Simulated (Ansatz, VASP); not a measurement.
**Two plane-wave programs on Ta2C**

The input INCAR:

```
SYSTEM = Ta2C
  ALGO = Normal
  EDIFF = 1E-6
  ENCUT = 520
  GGA = PS
  ISIF = 2
  ISMEAR = 0
  LASPH = .TRUE.
  LCHARG = .FALSE.
  LREAL = .FALSE.
  LWAVE = .FALSE.
  NBANDS = 20
  NELM = 100
  PREC = Accurate
  SIGMA = 0.15
```

The input KPOINTS:

```
k-points
0
G
  18 18 10
  0 0 0
```

The input POSCAR:

```
Ta2C
1.0
    3.2113744787      0.0000000000      0.0000000000
   -1.6056872394      2.7811318796      0.0000000000
    0.0000000000      0.0000000000      4.9210802832
Ta C
2 1
Direct
    0.3333333333      0.6666666667      0.2528761935
    0.6666666667      0.3333333333      0.7471238065
    0.0000000000      0.0000000000      0.0000000000
```

Input for Ansatz:

```yaml
crystal:
  lattice:
    - [3.2113744787, 0.0, 0.0]
    - [-1.6056872394, 2.7811318796, 0.0]
    - [0.0, 0.0, 4.9210802832]
  atoms:
    - { symbol: Ta, position: [0.3333333333, 0.6666666667, 0.2528761935] }
    - { symbol: Ta, position: [0.6666666667, 0.3333333333, 0.7471238065] }
    - { symbol: C, position: [0.0, 0.0, 0.0] }
basis:
  ecutwfc: 420
kpoints:
  mp_grid: { grid: [18, 18, 10] }
hamiltonian:
  xc: pbesol
scf:
  occupations: { method: gaussian, width: 0.15 }
output:
  forces: true
  stress: true
  eigenvalues: true
  write_density: true
  write_potential: true
  elf: true
  volumetric_format: npy
```

Change from the starting cell: strain +0.0375 x Voigt [1, 1, 0, 0, 0, 0], atoms carried along.

Alike in both runs: task single point; functional PBEsol; k mesh 18 × 18 × 10; occupations gaussian, width 0.15 eV; no spin polarisation.

|  | VASP | Ansatz |
| --- | --- | --- |
| version | VASP 6.6.1 | Ansatz 0.2.0 |
| potentials or method | VASP PAW PBE potentials, release 64 (Ta_pv, C), cutoff 520 eV | scalar-relativistic, plane waves, PAW |
| valence electrons in the cell | 26 | 30 |

```csv
,VASP,Ansatz,Ansatz less VASP
gap on the k mesh at the Fermi level (eV),none,none,-
pressure (GPa),-17.7,-18.0,-0.32
"traceless stress, the component that is largest in VASP (GPa)",7.29,7.34,+0.049
rms of the force components (eV/Å),0.217,0.234,+0.0170
```

VASP's potentials were made for PBE, not for PBEsol. Atom by atom the forces differ by 0.017 eV/Å (rms over components). A gap of «none» marks a metal or a gap that the smearing closes. VASP's potentials hold 26 valence electrons a cell and Ansatz's 30, so a difference there can come from the potentials and not from the codes.

Spin-orbit coupling is off throughout.
